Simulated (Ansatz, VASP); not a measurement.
One calculation of CuI, two programs

```
Cu I
1.0
     0.00000    2.61428    2.61428
     2.61428    0.00000    2.61428
     2.61428    2.61428    0.00000
Cu I
1 1
Direct
  0.00000 0.00000 0.00000
  0.50000 0.50000 0.50000
```

Alike in both runs: task relaxation of cell and atoms; functional LDA; k mesh 13 × 13 × 13; occupations fermi-dirac, width 0.08 eV; no spin polarisation.

|  | VASP | Ansatz |
| --- | --- | --- |
| version | VASP 6.6.1 | Ansatz 0.2.0 |
| potentials or method | VASP PAW LDA potentials, release 64 (Cu, I) | PAW with Ansatz's default frozen-core files, scalar-relativistic |
| plane-wave cutoff (eV) | 600 | 420 |
| valence electrons in the cell | 18 | 36 |

|  | VASP | Ansatz | Ansatz less VASP |
| --- | --- | --- | --- |
| relaxed volume (Å³/atom) | 21.07 | 21.03 | -0.035 |
| relaxed length of the cell vector where the two differ most in proportion (Å) | 3.906 | 3.904 | -0.0021 |

LDA's correlation is that of Perdew and Zunger in VASP and of Perdew and Wang (1992) in Ansatz. VASP's potentials hold 18 valence electrons a cell and Ansatz's 36, so a difference there can come from the potentials and not from the codes.

Spin-orbit coupling is off throughout. Noted on VASP's run: the volume moved by over 15 % at a fixed basis, so the end points are rough.
